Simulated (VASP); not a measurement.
Al:

```
Al
1.0
     0.00000    2.02500    2.02500
     2.02500    0.00000    2.02500
     2.02500    2.02500    0.00000
Al
1
Cartesian
  0.0000 0.0000 0.0000
```

```yaml
Program: VASP 6.6.1
Task: relaxation of cell and atoms
Functional: PBEsol
Potentials_or_basis: VASP PAW PBE potentials, release 64 (Al)
Cutoff: 500 eV
k_mesh: 11 × 11 × 11
Occupations: methfessel-paxton, width 0.1 eV
Spin: no spin polarisation
```

At the start: pressure -1.9 GPa; volume 16.61 Å³/atom.

**Question.** Where does the relaxation end?

**Answer.** Over 3 steps the energy falls by 2.4 meV/atom and the volume is 16.21 Å³/atom (-2.4 %); space group Fm-3m (No. 225, to 0.1 Å) before and after.

The path:
| step | energy change (eV) | largest force (eV/Å) | pressure (GPa) | volume (Å³) |
| --- | --- | --- | --- | --- |
| 1 | 0.0000 | 0.0000 | -1.91 | 16.61 |
| 2 | -0.0023 | 0.0000 | 0.39 | 16.14 |
| 3 | -0.0024 | 0.0000 | 0.00 | 16.21 |

Final structure:
```cif
data_structure
_symmetry_space_group_name_H-M 'P 1'
_symmetry_Int_Tables_number 1
_cell_length_a 2.8408
_cell_length_b 2.8408
_cell_length_c 2.8408
_cell_angle_alpha 60.000
_cell_angle_beta 60.000
_cell_angle_gamma 60.000
_cell_volume 16.21
loop_
_atom_site_label
_atom_site_type_symbol
_atom_site_fract_x
_atom_site_fract_y
_atom_site_fract_z
_atom_site_occupancy
Al1 Al 0.00000 0.00000 0.00000 1
```

Caveat: the PAW data sets were made with another functional, which shifts forces and pressure a little.
